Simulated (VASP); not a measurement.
# Ti (P6_3/mmc) in VASP: single point with PBE

Aim: the single point of Ti with PBE.

Everything below comes from runs of VASP 6.6.1. Logs are shortened: lines on timing, memory, paths and dates and some standing lists are left out, and cuts for length are marked.

**1. The cell of the first run**

It takes space group P6_3/mmc (No. 194, hexagonal). The conventional cell has a = 2.950 Å, b = 2.950 Å, c = 4.680 Å, α = 90.00°, β = 90.00°, γ = 120.00°. Within 3.8 Å of Ti (site symmetry -6m2) lie 12 Ti at 2.89 to 2.95 Å.

**2. Single point, PBE**

Contents of INCAR:

```
ALGO     = Normal         # electronic algorithm
EDIFF    = 1E-6           # SCF threshold, eV
ENCUT    = 520            # plane-wave cutoff, eV
GGA      = PE             # functional
ISIF     = 2              # what is computed and relaxed
ISMEAR   = 0              # smearing method
LASPH    = True           # aspherical terms in the spheres
LCHARG   = True           # write CHGCAR
LELF     = True           # ELF
LREAL    = False          # projectors in reciprocal space
LVHAR    = True         
LWAVE    = False          # write WAVECAR
NBANDS   = 19             # bands
NELM     = 100            # most SCF steps
PREC     = Accurate       # precision mode
SIGMA    = 0.15           # smearing width, eV
```

Contents of KPOINTS:

```
k-points
0
Gamma
  13 13 7
```

Contents of POSCAR:

```
Ti
1.0
    2.9500000000      0.0000000000      0.0000000000
   -1.4750000000      2.5547749412      0.0000000000
    0.0000000000      0.0000000000      4.6800000000
Ti
2
Direct
    0.3333330000      0.6666670000      0.2500000000
    0.6666670000      0.3333330000      0.7500000000
```

Potentials or basis: VASP PAW PBE potentials, release 64 (Ti_sv).

Launch:

```bash
$ cat potpaw_PBE.64/Ti_sv/POTCAR > POTCAR
$ mpirun -np 1 vasp_std > vasp.out
```

OUTCAR:

```text
EDIFF = 1E-6
   ENCUT = 520
   GGA = PE
   ISIF = 2
   ISMEAR = 0
   LASPH = True
   LREAL = False
   NELM = 100
   PREC = Accurate

 ion  position               nearest neighbor table
   1  0.333  0.667  0.250-   2 2.89   2 2.89   2 2.89   2 2.89   2 2.89   2 2.89
   2  0.667  0.333  0.750-   1 2.89   1 2.89   1 2.89   1 2.89   1 2.89   1 2.89

  LATTYP: Found a hexagonal cell.
 ALAT       =     2.9500000000
 C/A-ratio  =     1.5864406780

  Lattice vectors:

 A1 = (   2.9500000000,   0.0000000000,   0.0000000000)
 A2 = (  -1.4750000000,   2.5547749412,   0.0000000000)
 A3 = (   0.0000000000,   0.0000000000,   4.6800000000)

Analysis of symmetry for initial positions (statically):
=====================================================================
 Subroutine PRICEL returns:
 Original cell was already a primitive cell.

 Routine SETGRP: Setting up the symmetry group for a
 hexagonal supercell.

 Subroutine GETGRP returns: Found 24 space group operations
 (whereof 12 operations were pure point group operations)
 out of a pool of 24 trial point group operations.

The static configuration has the point symmetry D_3d.
 The point group associated with its full space group is D_6h.

Analysis of symmetry for dynamics (positions and initial velocities):
=====================================================================
 Subroutine PRICEL returns:
 Original cell was already a primitive cell.

 Routine SETGRP: Setting up the symmetry group for a
 hexagonal supercell.

 Subroutine GETGRP returns: Found 24 space group operations
 (whereof 12 operations were pure point group operations)
 out of a pool of 24 trial point group operations.

The dynamic configuration has the point symmetry D_3d.
 The point group associated with its full space group is D_6h.

 Subroutine INISYM returns: Found 24 space group operations
 (whereof 12 operations are pure point group operations),
 and found     1 'primitive' translations

----------------------------------------------------------------------------------------

                                     Primitive cell

  volume of cell :      35.2712

  direct lattice vectors                    reciprocal lattice vectors
     2.950000000  0.000000000  0.000000000     0.338983051  0.195711956  0.000000000
    -1.475000000  2.554774941  0.000000000     0.000000000  0.391423911  0.000000000
     0.000000000  0.000000000  4.680000000     0.000000000  0.000000000  0.213675214

  length of vectors
     2.950000000  2.950000000  4.680000000     0.391423911  0.391423911  0.213675214

  position of ions in fractional coordinates (direct lattice)
[... 75 lines left out ...]
   LSORBIT =      F    spin-orbit coupling
   LASPH  =      T    aspherical Exc in radial PAW
   ENCUT  =  520.0 eV  38.22 Ry    6.18 a.u.   5.49  5.49  8.70*2*pi/ulx,y,z
   NELM   =    100;   NELMIN=  2; NELMDL= -5     # of ELM steps
   EDIFF  = 0.1E-05   stopping-criterion for ELM
   LREAL  =      F    real-space projection
   EDIFFG = 0.1E-04   stopping-criterion for IOM
   NSW    =      0    number of steps for IOM
   IBRION =     -1    ionic relax: 0-MD 1-quasi-New 2-CG
   NFREE  =      0    steps in history (QN), initial steepest desc. (CG)
   ISIF   =      2    stress and relaxation
   ISYM   =      2    0-nonsym 1-usesym 2-fastsym
   POTIM  = 0.5000    time-step for ionic-motion
   TEBEG  =    0.0;   TEEND  =   0.0 temperature during run
   PSTRESS=    0.0 pullay stress
   NELECT =      24.0000    total number of electrons
   NUPDOWN=      -1.0000    fix difference up-down
   EMIN   =  10.00;   EMAX   =-10.00  energy-range for DOS
   EFERMI =   0.00;   METHOD = LEGACY
   ISMEAR =     0;   SIGMA  =   0.15  broadening in eV -4-tet -1-fermi 0-gaus
   EFERMI_NEDOS =   21; number of points for ismear=-14 and -15
   IALGO  =     38    algorithm
   IMIX   =      4    mixing-type and parameters
     AMIX     =   0.40;   BMIX     =  1.00
     AMIX_MAG =   1.60;   BMIX_MAG =  1.00
  volume/ion in A,a.u.               =      17.64       119.01
  Fermi-wavevector in a.u.,A,eV,Ry     =   1.439920  2.721055 28.209912  2.073370
  Thomas-Fermi vector in A             =   2.558722
   LORBIT       =      0    0 simple, 1 ext, 2 COOP (PROOUT), +10 PAW based schemes
   GGA     = PE    functional components
   LHFCALC =     F    Hartree Fock is set to
   AEXX    =    0.0000 exact exchange contribution
   IVDW    =     0    specifies the selected vdW correction
   LEPSILON=     F    determine dielectric tensor
   LRPA    =     F    only Hartree local field effects (RPA)
 non-spin polarized calculation
 Gauss-broadening in eV      SIGMA  =   0.15
  energy-cutoff  :      520.00
  volume of cell :       35.27
 maximum number of plane-waves:       975
 NGX is ok and might be reduce to    24
   NGX = 11   NGY = 11   NGZ = 17

 number of electron      24.0000002 magnetization

 Free energy of the ion-electron system (eV)
  ---------------------------------------------------
  ext. energy  EPLUGINS =         0.00000000
  ---------------------------------------------------
  free energy    TOTEN  =       -15.68020109 eV

  energy without entropy =      -15.65576776  energy(sigma->0) =      -15.66798442

 E-fermi :   8.1759     XC(G=0): -11.4256

 val. band max:        8.1691492309   @ k =   0.3077   0.2308   0.4286
 cond. band min:       8.1881659621   @ k =   0.0769   0.0769   0.4286
 fundamental gap:      0.0190167312
 Fermi energy:         8.1758877678

 k-point     1 :       0.0000    0.0000    0.0000
  band No.  band energies     occupation
      1     -48.7097      2.00000
      2     -48.5820      2.00000
      3     -25.2787      2.00000
      4     -24.6662      2.00000
      5     -24.6662      2.00000
      6     -24.6073      2.00000
[... 505 lines left out ...]
      6     -24.6920      2.00000
[... 11 lines left out ...]
     18       9.9301      0.00000
     19      11.3986      0.00000

 [... further k-points ...]
[... 5 lines left out ...]
  --------------------------------------------------------------------------------------
  -------------------------------------------------------------------------------------
  Total       -0.3586342     -0.3586342     -0.4178397      0.0000000      0.0000000      0.0000000
  in kB      -16.2907762    -16.2907762    -18.9801544      0.0000000      0.0000000      0.0000000
  external PRESSURE =     -17.1872356 kB  Pullay stress =       0.0000000 kB

 VOLUME and BASIS-vectors are now :
 -----------------------------------------------------------------------------
  energy-cutoff  :      520.00
  volume of cell :       35.27
      direct lattice vectors                 reciprocal lattice vectors
     2.950000000  0.000000000  0.000000000     0.338983051  0.195711956  0.000000000
    -1.475000000  2.554774941  0.000000000     0.000000000  0.391423911  0.000000000
     0.000000000  0.000000000  4.680000000     0.000000000  0.000000000  0.213675214

 POSITION                                       TOTAL-FORCE (eV/Angst)
 -----------------------------------------------------------------------------------
     -0.00000      1.70318      1.17000         0.000000      0.000000      0.000000
      1.47500      0.85159      3.51000        -0.000000     -0.000000      0.000000
 -----------------------------------------------------------------------------------
    total drift:                               -0.002345      0.001354     -0.000678

  FREE ENERGIE OF THE ION-ELECTRON SYSTEM (eV)
  ---------------------------------------------------
  free  energy   TOTEN  =       -15.6802010887 eV

  energy  without entropy=      -15.6557677591  energy(sigma->0) =      -15.66798442
```

OSZICAR:

```text
N       E                     dE             d eps       ncg     rms          rms(c)
DAV:   1     0.265351141361E+03    0.26535E+03   -0.13121E+04  3192   0.157E+03
DAV:   2     0.125415788646E+02   -0.25281E+03   -0.24879E+03  3263   0.443E+02
DAV:   3    -0.165049943719E+02   -0.29047E+02   -0.28684E+02  5951   0.123E+02
DAV:   4    -0.177483821666E+02   -0.12434E+01   -0.12420E+01  3726   0.265E+01
DAV:   5    -0.178092487315E+02   -0.60867E-01   -0.60856E-01  4677   0.417E+00    0.117E+01
DAV:   6    -0.156782314557E+02    0.21310E+01   -0.78347E+00  3731   0.279E+01    0.288E+00
DAV:   7    -0.156626900149E+02    0.15541E-01   -0.70269E-01  4781   0.603E+00    0.206E+00
DAV:   8    -0.156875834424E+02   -0.24893E-01   -0.19621E-01  3539   0.509E+00    0.681E-01
DAV:   9    -0.156797976928E+02    0.77857E-02   -0.44575E-02  3660   0.211E+00    0.682E-02
DAV:  10    -0.156801697689E+02   -0.37208E-03   -0.30699E-03  4630   0.328E-01    0.797E-02
DAV:  11    -0.156802119176E+02   -0.42149E-04   -0.11080E-04  3932   0.734E-02    0.378E-02
DAV:  12    -0.156802003910E+02    0.11527E-04   -0.34629E-05  3483   0.501E-02    0.445E-03
DAV:  13    -0.156802010887E+02   -0.69765E-06   -0.12132E-06  2465   0.950E-03
   1 F= -.15680201E+02 E0= -.15667984E+02  d E =-.244333E-01
```

stdout:

```text
POSCAR found type information on POSCAR Ti
 POSCAR found :  1 types and       2 ions
 scaLAPACK will be used
 LDA part: xc-table for (Slater+PW92), standard interpolation
 POSCAR, INCAR and KPOINTS ok, starting setup
 FFT: planning ... GRIDC
 FFT: planning ... GRID_SOFT
 FFT: planning ... GRID
 WAVECAR not read
 entering main loop
```

Wall time 37 s (1 thread of Intel Xeon Platinum 8259CL at 2.50GHz (Skylake/Cascade Lake), shared host); peak memory 0.18 GiB.

What came out:

| Property | Result |
| --- | --- |
| Free energy | -15.6802 eV |
| Pressure | -1.7 GPa |
| Band gap on the k mesh | zero (band 12 reaches 8.94 eV, above the bottom of band 13 at 7.85 eV) |

Levels at points of the mesh, in eV from the Fermi level:
| k point | band 10 | band 11 | band 12 | band 13 | band 14 | band 15 |
| --- | --- | --- | --- | --- | --- | --- |
| (0.00, 0.00, 0.00) | -2.65 | 0.71 | 0.77 | 0.77 | 0.86 | 1.25 |
